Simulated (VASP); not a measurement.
The system is C.

```
C
1.0
     2.46400    0.00000    0.00000
    -1.23200    2.13389    0.00000
     0.00000    0.00000    6.71100
C
4
Direct
  0.00000 0.00000 0.25000
  0.00000 0.00000 0.75000
  0.33333 0.66667 0.25000
  0.66667 0.33333 0.75000
```

* Program: VASP 6.6.1
* Task: relaxation of cell and atoms
* Functional: PBE
* Potentials or basis: VASP PAW PBE potentials, release 64 (C_h)
* Cutoff: 1300 eV
* k mesh: 8 × 8 × 3
* Occupations: fermi-dirac, width 0.05 eV
* Spin: no spin polarisation

At the start: pressure 1.5 GPa; volume 8.82 Å³/atom.

Task: Where does the relaxation end?

Result: Over 16 steps the energy falls by 12.7 meV/atom and the volume is 10.71 Å³/atom (+21.4 %); space group P6_3/mmc (No. 194, to 0.1 Å) before and after.

The path:
```
step  energy change (eV)  largest force (eV/Å)  pressure (GPa)  volume (Å³)
   1              0.0000                0.0000            1.52        35.29
   2             -0.0055                0.0000            0.00        35.71
   3             -0.0100                0.0000           -2.94        36.59
   4             -0.0112                0.0000           -2.84        36.65
   5             -0.0148                0.0000           -2.59        36.82
   6             -0.0213                0.0000           -2.07        37.17
   7             -0.0314                0.0000           -1.03        37.85
   8             -0.0424                0.0000            1.05        39.20
   9             -0.0369                0.0000            5.03        41.84
  10             -0.0442                0.0000            2.61        40.22
  11             -0.0486                0.0000            1.14        41.23
  12             -0.0503                0.0000           -0.72        42.61
  13             -0.0503                0.0000           -0.44        42.39
  14             -0.0503                0.0000           -0.37        42.34
  15             -0.0506                0.0000           -0.21        42.55
  16             -0.0507                0.0000           -0.01        42.83
```

Final structure:
```
C
1.0
     2.46619    0.00000    0.00000
    -1.23309    2.13578    0.00000
     0.00000    0.00000    8.13101
C
4
Direct
  0.00000 0.00000 0.25000
  0.00000 0.00000 0.75000
  0.33333 0.66667 0.25000
  0.66667 0.33333 0.75000
```

Caveat: the volume moved by over 15 % at a fixed basis, so the end points are rough; this functional lacks dispersion, which binds layers or chains, so the pressure and a relaxed spacing across them are unreliable.
